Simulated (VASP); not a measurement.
Runs of VASP 6.6.1 on ZrB. The structure is that of space group Fm-3m (No. 225), or close to it. The cells are those of the table. 

```csv
cell,gap on the mesh (eV),pressure (GPa)
"a = 3.329, b = 3.288, c = 3.288 Å, angles 59.2, 59.6, 59.6°, 2 atoms",none,29.7
"a = 3.206, b = 3.289, c = 3.289 Å, angles 61.7, 60.8, 60.8°, 2 atoms",none,(a)
"a = 3.411, b = 3.289, c = 3.289 Å, angles 57.5, 58.8, 58.8°, 2 atoms",none,30.0
"a = 3.391, b = 3.289, c = 3.289 Å, angles 57.9, 59.0, 59.0°, 2 atoms",none,29.9
```

Alike in all rows: task single point; level PBEsol; potentials or basis VASP PAW PBE potentials, release 64 (Zr_sv, B); no spin polarisation; k mesh 18 × 18 × 18; cutoff (eV) 520; smearing gaussian 0.15 eV.

Estimate the missing entries.

(a) 29.8.

Caveats: the cell stands under pressure; the PAW data sets were made with another functional, which shifts forces and pressure a little.

A k mesh can miss the band edges, and the runs leave out spin-orbit coupling on Zr.

A gap of «none» marks levels without a gap at the run's occupations.
